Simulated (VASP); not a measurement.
# RbTi3 (Pm-3m) in VASP: further runs

The runs below take RbTi3 through single point, with PBE.

Everything below comes from runs of VASP 6.6.1. Logs are shortened: lines on timing, memory, paths and dates and some standing lists are left out, and cuts for length are marked.

## 1. The cell of the first run

The structure is cubic, space group Pm-3m (No. 221). Conventional cell: a = 4.357 Å, b = 4.357 Å, c = 4.357 Å, α = 90.00°, β = 90.00°, γ = 90.00°. Rb (site symmetry m-3m) has 12 Ti at 3.08 Å within 4.1 Å. Ti (site symmetry 4/mmm) has 4 Rb at 3.08 Å and 8 Ti at 3.08 Å within 4.1 Å.

## 2. Single point, PBE

INCAR reads:

```
ALGO = Normal ; EDIFF = 1E-6
ENCUT = 520 ; GGA = PE
ISIF = 2 ; ISMEAR = 0
LASPH = True ; LCHARG = False
LREAL = False ; LWAVE = False
NBANDS = 30 ; NELM = 100
PREC = Accurate ; SIGMA = 0.1
```

KPOINTS reads:

```
k-points
0
Gamma
  4 4 4
```

POSCAR reads:

```
RbTi3
1.0
    4.3570555822      0.0000000000      0.0000000000
    0.0000000000      4.3570555822      0.0000000000
    0.0000000000      0.0000000000      4.3570555822
Rb Ti
1 3
Direct
    0.0000000000      0.0000000000      0.0000000000
    0.0000000000      0.5000000000      0.5000000000
    0.5000000000      0.0000000000      0.5000000000
    0.5000000000      0.5000000000      0.0000000000
```

Potentials or basis: VASP PAW PBE potentials, release 64 (Rb_sv, Ti_sv).

Command:

```
> cat potpaw_PBE.64/Rb_sv/POTCAR potpaw_PBE.64/Ti_sv/POTCAR > POTCAR
> mpirun -np 1 vasp_std > vasp.out
```

OUTCAR:

```text
EDIFF = 1E-6
   ENCUT = 520
   GGA = PE
   ISIF = 2
   ISMEAR = 0
   LASPH = True
   LREAL = False
   NELM = 100
   PREC = Accurate

 ion  position               nearest neighbor table
   1  0.000  0.000  0.000-   2 3.08   3 3.08   4 3.08   2 3.08   3 3.08   2 3.08   4 3.08   2 3.08
                             3 3.08   4 3.08   3 3.08   4 3.08
   2  0.000  0.500  0.500-   1 3.08   1 3.08   1 3.08   1 3.08
   3  0.500  0.000  0.500-   1 3.08   1 3.08   1 3.08   1 3.08
   4  0.500  0.500  0.000-   1 3.08   1 3.08   1 3.08   1 3.08

  LATTYP: Found a simple cubic cell.
 ALAT       =     4.3570555822

  Lattice vectors:

 A1 = (   4.3570555822,   0.0000000000,   0.0000000000)
 A2 = (   0.0000000000,   4.3570555822,   0.0000000000)
 A3 = (   0.0000000000,   0.0000000000,   4.3570555822)

Analysis of symmetry for initial positions (statically):
=====================================================================
 Subroutine PRICEL returns:
 Original cell was already a primitive cell.

 Routine SETGRP: Setting up the symmetry group for a
 simple cubic supercell.

 Subroutine GETGRP returns: Found 48 space group operations
 (whereof 48 operations were pure point group operations)
 out of a pool of 48 trial point group operations.

The static configuration has the point symmetry O_h .

Analysis of symmetry for dynamics (positions and initial velocities):
=====================================================================
 Subroutine PRICEL returns:
 Original cell was already a primitive cell.

 Routine SETGRP: Setting up the symmetry group for a
 simple cubic supercell.

 Subroutine GETGRP returns: Found 48 space group operations
 (whereof 48 operations were pure point group operations)
 out of a pool of 48 trial point group operations.

The dynamic configuration has the point symmetry O_h .

 Subroutine INISYM returns: Found 48 space group operations
 (whereof 48 operations are pure point group operations),
 and found     1 'primitive' translations

----------------------------------------------------------------------------------------

                                     Primitive cell

  volume of cell :      82.7141

  direct lattice vectors                    reciprocal lattice vectors
     4.357055582  0.000000000  0.000000000     0.229512794  0.000000000  0.000000000
     0.000000000  4.357055582  0.000000000     0.000000000  0.229512794  0.000000000
     0.000000000  0.000000000  4.357055582     0.000000000  0.000000000  0.229512794

  length of vectors
     4.357055582  4.357055582  4.357055582     0.229512794  0.229512794  0.229512794

  position of ions in fractional coordinates (direct lattice)
     0.000000000  0.000000000  0.000000000
     0.000000000  0.500000000  0.500000000
     0.500000000  0.000000000  0.500000000
     0.500000000  0.500000000  0.000000000

  ion indices of the primitive-cell ions
   primitive index   ion index
                 1           1
                 2           2
                 3           3
                 4           4

----------------------------------------------------------------------------------------

 KPOINTS: k-points

Automatic generation of k-mesh.
 Grid dimensions read from file:
 generate k-points for:    4    4    4

 Generating k-lattice:

  Cartesian coordinates                     Fractional coordinates (reciprocal lattice)
     0.057378198  0.000000000  0.000000000     0.250000000  0.000000000  0.000000000
     0.000000000  0.057378198  0.000000000     0.000000000  0.250000000  0.000000000
     0.000000000  0.000000000  0.057378198     0.000000000  0.000000000  0.250000000

  Length of vectors
     0.057378198  0.057378198  0.057378198

  Shift w.r.t. Gamma in fractional coordinates (k-lattice)
     0.000000000  0.000000000  0.000000000

 Subroutine IBZKPT returns following result:
 ===========================================

 Found     10 irreducible k-points:

 Following reciprocal coordinates:
            Coordinates               Weight
  0.000000  0.000000  0.000000      1.000000
  0.250000  0.000000  0.000000      6.000000
  0.500000  0.000000  0.000000      3.000000
  0.250000  0.250000  0.000000     12.000000
  0.500000  0.250000  0.000000     12.000000
  0.500000  0.500000  0.000000      3.000000
  0.250000  0.250000  0.250000      8.000000
  0.500000  0.250000  0.250000     12.000000
  0.500000  0.500000  0.250000      6.000000
  0.500000  0.500000  0.500000      1.000000
   k-points           NKPTS =     10   k-points in BZ     NKDIM =     10   number of bands    NBANDS=     30
   number of dos      NEDOS =    301   number of ions     NIONS =      4
   total plane-waves  NPLWV =  32768
   dimension x,y,z NGX =    32 NGY =   32 NGZ =   32
   dimension x,y,z NGXF=    64 NGYF=   64 NGZF=   64
   ions per type =               1   3
   NGX,Y,Z   is equivalent  to a cutoff of  12.21, 12.21, 12.21 a.u.
   NGXF,Y,Z  is equivalent  to a cutoff of  24.42, 24.42, 24.42 a.u.
 SYSTEM =  unknown system
   PREC   = accura    normal or accurate (medium, high low for compatibility)
   ISTART =      0    job   : 0-new  1-cont  2-samecut
   ICHARG =      2    charge: 1-file 2-atom 10-const
   ISPIN  =      1    spin polarized calculation?
   LNONCOLLINEAR =      F non collinear calculations
   LSORBIT =      F    spin-orbit coupling
   LASPH  =      T    aspherical Exc in radial PAW
   ENCUT  =  520.0 eV  38.22 Ry    6.18 a.u.   8.10  8.10  8.10*2*pi/ulx,y,z
   NELM   =    100;   NELMIN=  2; NELMDL= -5     # of ELM steps
   EDIFF  = 0.1E-05   stopping-criterion for ELM
   LREAL  =      F    real-space projection
   EDIFFG = 0.1E-04   stopping-criterion for IOM
   NSW    =      0    number of steps for IOM
   IBRION =     -1    ionic relax: 0-MD 1-quasi-New 2-CG
   NFREE  =      0    steps in history (QN), initial steepest desc. (CG)
   ISIF   =      2    stress and relaxation
   ISYM   =      2    0-nonsym 1-usesym 2-fastsym
   POTIM  = 0.5000    time-step for ionic-motion
   TEBEG  =    0.0;   TEEND  =   0.0 temperature during run
   PSTRESS=    0.0 pullay stress
   NELECT =      45.0000    total number of electrons
   NUPDOWN=      -1.0000    fix difference up-down
   EMIN   =  10.00;   EMAX   =-10.00  energy-range for DOS
   EFERMI =   0.00;   METHOD = LEGACY
   ISMEAR =     0;   SIGMA  =   0.10  broadening in eV -4-tet -1-fermi 0-gaus
   EFERMI_NEDOS =   21; number of points for ismear=-14 and -15
   IALGO  =     38    algorithm
   IMIX   =      4    mixing-type and parameters
     AMIX     =   0.40;   BMIX     =  1.00
     AMIX_MAG =   1.60;   BMIX_MAG =  1.00
  volume/ion in A,a.u.               =      20.68       139.55
  Fermi-wavevector in a.u.,A,eV,Ry     =   1.336450  2.525523 24.301330  1.786097
  Thomas-Fermi vector in A             =   2.465075
   LORBIT       =      0    0 simple, 1 ext, 2 COOP (PROOUT), +10 PAW based schemes
   GGA     = PE    functional components
   LHFCALC =     F    Hartree Fock is set to
   AEXX    =    0.0000 exact exchange contribution
   IVDW    =     0    specifies the selected vdW correction
   LEPSILON=     F    determine dielectric tensor
   LRPA    =     F    only Hartree local field effects (RPA)
 non-spin polarized calculation
 Gauss-broadening in eV      SIGMA  =   0.10
  energy-cutoff  :      520.00
  volume of cell :       82.71
 maximum number of plane-waves:      2272
   NGX = 17   NGY = 17   NGZ = 17

 number of electron      45.0000026 magnetization

 Free energy of the ion-electron system (eV)
  ---------------------------------------------------
  ext. energy  EPLUGINS =         0.00000000
  ---------------------------------------------------
  free energy    TOTEN  =       -18.97889505 eV

  energy without entropy =      -18.94620669  energy(sigma->0) =      -18.96255087

 E-fermi :   6.2654     XC(G=0): -10.6811

 val. band max:        6.2521414827   @ k =   0.5000   0.2500   0.0000
 cond. band min:       6.2858975718   @ k =   0.5000   0.0000   0.0000
 fundamental gap:      0.0337560891
 Fermi energy:         6.2654338351

 k-point     1 :       0.0000    0.0000    0.0000
  band No.  band energies     occupation
      1     -50.6742      2.00000
      2     -50.6144      2.00000
      3     -50.6144      2.00000
      4     -27.0343      2.00000
      5     -27.0343      2.00000
      6     -27.0343      2.00000
[... 22 lines left out ...]
     29       8.9434      0.00000
     30       9.3302      0.00000

 k-point     2 :       0.2500    0.0000    0.0000
  band No.  band energies     occupation
      1     -50.6666      2.00000
      2     -50.6220      2.00000
      3     -50.6143      2.00000
      4     -27.0148      2.00000
      5     -27.0148      2.00000
      6     -27.0115      2.00000
[... 22 lines left out ...]
     29       8.2090      0.00000
     30       8.2428      0.00000

 k-point     3 :       0.5000    0.0000    0.0000
  band No.  band energies     occupation
      1     -50.6542      2.00000
      2     -50.6343      2.00000
      3     -50.6143      2.00000
      4     -26.9863      2.00000
      5     -26.9863      2.00000
      6     -26.9814      2.00000
[... 22 lines left out ...]
     29       7.7536      0.00000
     30       7.9483      0.00000

 k-point     4 :       0.2500    0.2500    0.0000
  band No.  band energies     occupation
      1     -50.6598      2.00000
      2     -50.6243      2.00000
      3     -50.6186      2.00000
      4     -27.0362      2.00000
      5     -26.9961      2.00000
      6     -26.9763      2.00000
[... 154 lines left out ...]
     29       7.4597      0.00000
     30       7.7579      0.00000

 k-point     9 :       0.5000    0.5000    0.2500
  band No.  band energies     occupation
      1     -50.6340      2.00000
      2     -50.6340      2.00000
      3     -50.6340      2.00000
      4     -27.0675      2.00000
      5     -27.0302      2.00000
      6     -27.0302      2.00000
[... 22 lines left out ...]
     29       7.6564      0.00000
     30       7.6565      0.00000

 k-point    10 :       0.5000    0.5000    0.5000
  band No.  band energies     occupation
      1     -50.6340      2.00000
      2     -50.6340      2.00000
      3     -50.6340      2.00000
      4     -27.0644      2.00000
      5     -27.0644      2.00000
      6     -27.0644      2.00000
[... 22 lines left out ...]
     29       7.7373      0.00000
     30       9.0374      0.00000

------------------------ aborting loop because EDIFF is reached ----------------------------------------

  FORCE on cell =-STRESS in cart. coord.  units (eV):
  Direction    XX          YY          ZZ          XY          YZ          ZX
  --------------------------------------------------------------------------------------
  -------------------------------------------------------------------------------------
  Total        1.6460062      1.6460062      1.6460062     -0.0000000      0.0000000      0.0000000
  in kB       31.8832628     31.8832628     31.8832628     -0.0000000      0.0000000      0.0000000
  external PRESSURE =      31.8832628 kB  Pullay stress =       0.0000000 kB

 VOLUME and BASIS-vectors are now :
 -----------------------------------------------------------------------------
  energy-cutoff  :      520.00
  volume of cell :       82.71
      direct lattice vectors                 reciprocal lattice vectors
     4.357055582  0.000000000  0.000000000     0.229512794  0.000000000  0.000000000
     0.000000000  4.357055582  0.000000000     0.000000000  0.229512794  0.000000000
     0.000000000  0.000000000  4.357055582     0.000000000  0.000000000  0.229512794

 POSITION                                       TOTAL-FORCE (eV/Angst)
 -----------------------------------------------------------------------------------
      0.00000      0.00000      0.00000         0.000000      0.000000      0.000000
      0.00000      2.17853      2.17853         0.000000      0.000000      0.000000
      2.17853      0.00000      2.17853         0.000000      0.000000      0.000000
      2.17853      2.17853      0.00000         0.000000      0.000000      0.000000
 -----------------------------------------------------------------------------------
    total drift:                                0.000000     -0.000000     -0.000000

  FREE ENERGIE OF THE ION-ELECTRON SYSTEM (eV)
  ---------------------------------------------------
  free  energy   TOTEN  =       -18.9788950529 eV

  energy  without entropy=      -18.9462066927  energy(sigma->0) =      -18.96255087
```

Wall time 30 s (1 thread of Oxide Virtual Turin-like, shared host); peak memory 0.14 GiB.

Results:

* Free energy: -18.9789 eV
* Pressure: 3.2 GPa

Levels at points of the mesh, in eV from the Fermi level:
```tsv
k point	band 19	band 20	band 21	band 22	band 23	band 24	band 25	band 26	band 27	band 28
(0.00, 0.00, 0.00)	-2.08	-1.53	-1.16	-1.16	-1.16	1.12	1.12	1.12	2.31	2.31
(0.50, 0.00, 0.00)	-0.98	-0.63	-0.54	0.02	0.02	0.29	0.29	0.31	1.21	1.34
(0.50, 0.50, 0.00)	-0.85	-0.43	-0.37	0.16	0.16	0.19	0.19	0.67	0.83	1.06
(0.50, 0.50, 0.50)	-2.23	-0.87	0.19	0.44	0.44	0.44	1.15	1.15	1.15	1.47
```

Caveat: the k points lie up to 0.36 Å⁻¹ apart.

## 3. Single point, PBE

This run uses another cell than the first one, of 21.83 Å³/atom, 1.056 times its volume.

INCAR reads:

```
ALGO = Fast
EDIFF = 1E-7
ENCUT = 520
GGA = PE
ISIF = 2
ISMEAR = 0
LASPH = T
LCHARG = F
LREAL = F
LWAVE = F
NBANDS = 30
NELM = 100
PREC = Accurate
SIGMA = 0.1
```

KPOINTS reads:

```
k-points
0
Gamma
  10 10 10
```

POSCAR reads:

```
RbTi3
1.0
    4.4366076568      0.0000000000      0.0000000000
    0.0000000000      4.4366076568      0.0000000000
    0.0000000000      0.0000000000      4.4366076568
Rb Ti
1 3
Direct
    0.0000000000      0.0000000000      0.0000000000
    0.0000000000      0.5000000000      0.5000000000
    0.5000000000      0.0000000000      0.5000000000
    0.5000000000      0.5000000000      0.0000000000
```

Potentials or basis: VASP PAW PBE potentials, release 64 (Rb_sv, Ti_sv).

Command:

```
> cat potpaw_PBE.64/Rb_sv/POTCAR potpaw_PBE.64/Ti_sv/POTCAR > POTCAR
> mpirun -np 1 vasp_std > vasp.out
```

Wall time 16 min (1 thread of Oxide Virtual Turin-like, shared host); peak memory 0.26 GiB.

The run converged. Its results:

| Property | Result |
| --- | --- |
| Free energy | -19.0170 eV |
| Pressure | 0.2 GPa |

Levels at points of the mesh, in eV from the Fermi level:
| k point | band 19 | band 20 | band 21 | band 22 | band 23 | band 24 | band 25 | band 26 | band 27 | band 28 |
| --- | --- | --- | --- | --- | --- | --- | --- | --- | --- | --- |
| (0.00, 0.00, 0.00) | -1.91 | -1.38 | -1.03 | -1.03 | -1.03 | 1.08 | 1.08 | 1.08 | 2.19 | 2.19 |
| (0.50, 0.00, 0.00) | -0.87 | -0.59 | -0.46 | 0.06 | 0.06 | 0.28 | 0.28 | 0.35 | 1.12 | 1.31 |
| (0.50, 0.50, 0.00) | -0.86 | -0.41 | -0.36 | 0.17 | 0.17 | 0.20 | 0.20 | 0.70 | 0.75 | 1.07 |
| (0.50, 0.50, 0.50) | -2.09 | -0.83 | 0.18 | 0.44 | 0.44 | 0.44 | 1.14 | 1.14 | 1.14 | 1.41 |
